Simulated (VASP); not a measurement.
Runs of VASP 6.6.1 on KI. The structure is that of space group P6_3/mmc (No. 194), or close to it. The cells are those of the table. 

```tsv
level	potentials or basis	cell	k mesh	smearing	gap on the mesh (eV)	pressure (GPa)
PBE	VASP PAW PBE potentials, release 64 (K_sv, I)	a = 4.899, b = 4.899, c = 8.591 Å, angles 90.0, 90.0, 120.0°, 4 atoms	6 × 6 × 4	fermi-dirac 0.02 eV	3.85	0.5
LDA	VASP PAW LDA potentials, release 64 (K_sv, I)	a = 4.702, b = 4.702, c = 8.301 Å, angles 90.0, 90.0, 120.0°, 4 atoms	6 × 6 × 4	fermi-dirac 0.02 eV	3.76	0.1
PBEsol	VASP PAW PBE potentials, release 64 (K_sv, I)	a = 4.838, b = 4.838, c = 8.505 Å, angles 90.0, 90.0, 120.0°, 4 atoms	6 × 6 × 4	fermi-dirac 0.02 eV	3.78	0.0
PBE	VASP PAW PBE potentials, release 64 (K_sv, I)	a = 4.970, b = 4.970, c = 8.679 Å, angles 90.0, 90.0, 120.0°, 4 atoms	6 × 6 × 4	fermi-dirac 0.02 eV	3.78	0.0
LDA	VASP PAW LDA potentials, release 64 (K_sv, I)	a = 4.899, b = 4.899, c = 8.591 Å, angles 90.0, 90.0, 120.0°, 4 atoms	6 × 6 × 4	gaussian 0.01 eV	(a)	-1.4
PBE	VASP PAW PBE potentials, release 64 (K_sv, I)	a = 4.899, b = 4.899, c = 8.591 Å, angles 90.0, 90.0, 120.0°, 4 atoms	6 × 6 × 2	gaussian 0.01 eV	3.85	0.5
```

Alike in all rows: task single point; no spin polarisation; cutoff (eV) 520.

Estimate the missing entries.

(a) 3.51.

Caveats: spin-orbit coupling is left out, which moves the levels of the heavy elements; the PAW data sets were made with another functional, which shifts forces and pressure a little (at least some runs).

A k mesh can miss the band edges, and the runs leave out spin-orbit coupling on I.
